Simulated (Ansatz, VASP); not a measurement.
**HPt6: VASP beside Ansatz**

The input INCAR:

```
  ALGO = Normal
  DIPOL = 0.5 0.5 0.287
  EDIFF = 1E-7
  ENCUT = 520
  GGA = PE
  IDIPOL = 3
  ISIF = 2
  ISMEAR = 0
  LASPH = True
  LCHARG = False
  LDIPOL = True
  LREAL = False
  LWAVE = False
  NBANDS = 74
  NELM = 60
  PREC = Accurate
  SIGMA = 0.1
```

KPOINTS

```
k-points
0
Gamma
  5 5 1
```

POSCAR

```
HPt6
1.0
    5.6143281343      0.0000000000      0.0000000000
    0.0000000000      5.6143281343      0.0000000000
    0.0000000000      0.0000000000     21.8513792319
Pt H
12 2
Direct
    0.2500000000      0.2500000000      0.1830548066
    0.2500000000      0.7500000000      0.1830548066
    0.7500000000      0.2500000000      0.1830548066
    0.7500000000      0.7500000000      0.1830548066
    0.0000000000      0.0000000000      0.2712126041
    0.0000000000      0.5000000000      0.2712126041
    0.5000000000      0.0000000000      0.2712126041
    0.5000000000      0.5000000000      0.2712126041
    0.2500000000      0.2500000000      0.3593081768
    0.2500000000      0.7500000000      0.3593081768
    0.7500000000      0.2500000000      0.3593081768
    0.7500000000      0.7500000000      0.3593081768
   -0.1646679670      0.0000000000      0.3799018425
    0.1646679670      0.0000000000      0.3799018425
```

Input for Ansatz:

```yaml
crystal:
  lattice:
    - [5.6143281343, 0.0, 0.0]
    - [0.0, 5.6143281343, 0.0]
    - [0.0, 0.0, 21.8513792319]
  atoms:
    - { symbol: Pt, position: [0.25, 0.25, 0.1830548066] }
    - { symbol: Pt, position: [0.25, 0.75, 0.1830548066] }
    - { symbol: Pt, position: [0.75, 0.25, 0.1830548066] }
    - { symbol: Pt, position: [0.75, 0.75, 0.1830548066] }
    - { symbol: Pt, position: [0.0, 0.0, 0.2712126041] }
    - { symbol: Pt, position: [0.0, 0.5, 0.2712126041] }
    - { symbol: Pt, position: [0.5, 0.0, 0.2712126041] }
    - { symbol: Pt, position: [0.5, 0.5, 0.2712126041] }
    - { symbol: Pt, position: [0.25, 0.25, 0.3593081768] }
    - { symbol: Pt, position: [0.25, 0.75, 0.3593081768] }
    - { symbol: Pt, position: [0.75, 0.25, 0.3593081768] }
    - { symbol: Pt, position: [0.75, 0.75, 0.3593081768] }
    - { symbol: H, position: [-0.164667967, 0.0, 0.3799018425] }
    - { symbol: H, position: [0.164667967, 0.0, 0.3799018425] }
basis:
  ecutwfc: 420
kpoints:
  mp_grid: { grid: [5, 5, 1] }
hamiltonian:
  xc: pbe
  pseudopotentials: { kind: paw, azcp: { folder: soft_1 } }
scf:
  occupations: { method: gaussian, width: 0.1 }
output:
  forces: true
  eigenvalues: true
  write_density: true
  write_potential: true
  elf: true
  volumetric_format: npy
efield:
  axis: 3
  dipole_correction: true
  ramp_width: 0.04
```

Alike in both runs: task single point; functional PBE; k mesh 5 × 5 × 1; occupations gaussian, width 0.1 eV; no spin polarisation.

```csv
,VASP,Ansatz
version,VASP 6.6.1,Ansatz 0.2.0
potentials or method,"VASP PAW PBE potentials, release 64 (Pt, H), cutoff 520 eV","scalar-relativistic, plane waves, PAW"
valence electrons in the cell,122,218
```

Ansatz gave:

```
gap on the k mesh at the Fermi level (eV) : none
rms of the force components (eV/Å)        : 1.060
```

Which values does VASP return?

gap on the k mesh at the Fermi level (eV): none; rms of the force components (eV/Å): 1.086.

Atom by atom the forces differ by 0.029 eV/Å (rms over components). A gap of «none» marks a metal or a gap that the smearing closes. VASP's potentials hold 122 valence electrons a cell and Ansatz's 218, so a difference there can come from the potentials and not from the codes. Ansatz's warnings: xc potential rough in thin density.

Neither program's run includes spin-orbit coupling.
